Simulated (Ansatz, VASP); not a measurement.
# One calculation of GaN, two programs

```
CELL_PARAMETERS angstrom
5.23038 0.00000 0.00000
-2.61519 4.52964 0.00000
0.00000 0.00000 3.39010
ATOMIC_POSITIONS crystal
Ga 0.00000 0.00000 0.50000
N 0.00000 0.00000 0.00000
```

Alike in both runs: task relaxation of cell and atoms; functional PBEsol-based screened hybrid; k mesh 3 × 3 × 4; occupations fermi-dirac, width 0.05 eV; no spin polarisation.

```csv
,VASP,Ansatz
version,VASP 6.6.1,Ansatz 0.2.0
potentials or method,"VASP PAW PBE potentials, release 64 (Ga_d, N)",Ansatz PAW
plane-wave cutoff (eV),600,420
valence electrons in the cell,18,18
```

|  | VASP | Ansatz | Ansatz less VASP |
| --- | --- | --- | --- |
| gap on the k mesh at the Fermi level, each at its own relaxed structure (eV) | 2.58 | 2.60 | +0.020 |
| relaxed volume (Å³/atom) | 39.62 | 40.88 | +1.258 |
| relaxed cell length with the largest relative difference (Å) | 5.230 | 5.308 | +0.0777 |

VASP's potentials were made for PBE, not for PBEsol-based screened hybrid.

The k mesh is coarse, so the values compare programs but aren't converged. Noted on Ansatz's run: odd divisions of the mesh miss points on the zone boundary, where band edges often lie, so the gap on the mesh can be too wide; the plane-wave basis is chosen anew once the cell has moved, so the energies of steps on either side of that aren't comparable.
